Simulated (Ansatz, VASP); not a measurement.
Si4N: VASP beside Ansatz

The input INCAR:

```
  ALGO = Normal
  EDIFF = 1E-7
  ENCUT = 520
  GGA = PE
  ISIF = 2
  ISMEAR = 0
  ISPIN = 2
  LASPH = True
  LCHARG = False
  LORBIT = 11
  LREAL = False
  LWAVE = False
  MAGMOM = 0 0 0 0 1
  NBANDS = 22
  NELM = 150
  PREC = Accurate
  SIGMA = 0.1
```

The input KPOINTS:

```
k-points
0
Gamma
  6 6 6
```

Contents of POSCAR:

```
Si4N
1.0
   -1.6906005700      2.8075942200      3.2390675200
    1.6906005700     -2.8075942200      3.2390675200
    1.6906005700      2.8075942200     -3.2390675200
Si N
4 1
Direct
    0.5380028500      0.3421335800      0.1958692700
    0.1462643100      0.3421335800      0.8041307300
    0.8537356900      0.6578664200      0.1958692700
    0.4619971500      0.6578664200      0.8041307300
    0.0000000000      0.0000000000      0.0000000000
```

Input for Ansatz:

```yaml
crystal:
  lattice:
    - [-1.69060057, 2.80759422, 3.23906752]
    - [1.69060057, -2.80759422, 3.23906752]
    - [1.69060057, 2.80759422, -3.23906752]
  atoms:
    - { symbol: Si, position: [0.53800285, 0.34213358, 0.19586927] }
    - { symbol: Si, position: [0.14626431, 0.34213358, 0.80413073] }
    - { symbol: Si, position: [0.85373569, 0.65786642, 0.19586927] }
    - { symbol: Si, position: [0.46199715, 0.65786642, 0.80413073] }
    - { symbol: "N", position: [0.0, 0.0, 0.0], spin: 1.0 }
basis:
  ecutwfc: 420
kpoints:
  mp_grid: { grid: [6, 6, 6] }
hamiltonian:
  xc: pbe
scf:
  occupations: { method: gaussian, width: 0.1 }
  lower_state_search: "off"
output:
  forces: true
  stress: true
  eigenvalues: true
  populations: true
magnetization:
  spin_polarized: true
```

Change from the starting cell: species swapped into the CrB4 type (Immm, No. 71).

Alike in both runs: task single point; functional PBE; k mesh 6 × 6 × 6; occupations gaussian, width 0.1 eV; collinear spin.

|  | VASP | Ansatz |
| --- | --- | --- |
| version | VASP 6.6.1 | Ansatz 0.2.0 |
| potentials or method | VASP PAW PBE potentials, release 64 (Si, N), cutoff 520 eV | scalar-relativistic, plane waves, PAW |
| valence electrons in the cell | 21 | 21 |

|  | VASP | Ansatz | Ansatz less VASP |
| --- | --- | --- | --- |
| gap on the k mesh at the Fermi level (eV) | none | none | - |
| rms of the force components (eV/Å) | 1.647 | 1.654 | +0.0073 |
| net moment per atom (μB) | 0.00 | 0.00 | 0.000 |

Atom by atom the forces differ by 0.007 eV/Å (rms over components). A gap of «none» marks a metal or a gap that the smearing closes. Ansatz's warnings: seeded moment not kept.

The k mesh is coarse, so the values compare programs but aren't converged.
